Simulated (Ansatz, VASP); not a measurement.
# One calculation of BP, two programs

```
P B
1.0
     0.00000    2.26900    2.26900
     2.26900    0.00000    2.26900
     2.26900    2.26900    0.00000
P B
1 1
Cartesian
  3.4035 3.4035 3.4035
  0.0000 0.0000 0.0000
```

Alike in both runs: task single point; functional LDA; k mesh 10 × 10 × 10; occupations fermi-dirac, width 0.05 eV; no spin polarisation.

|  | VASP | Ansatz |
| --- | --- | --- |
| version | VASP 6.6.1 | Ansatz 0.2.0 |
| potentials or method | VASP PAW LDA potentials, release 64 (P, B) | JTH PAW LDA |
| plane-wave cutoff (eV) | 520 | 870 |
| valence electrons in the cell | 8 | 8 |

```csv
,VASP,Ansatz,Ansatz less VASP
gap on the k mesh at the Fermi level (eV),1.19,1.19,+0.001
least direct gap on the mesh (eV),3.38,3.38,-0.001
pressure (GPa),-5.3,-5.3,+0.01
```

LDA's correlation is that of Perdew and Zunger in VASP and of Perdew and Wang (1992) in Ansatz.
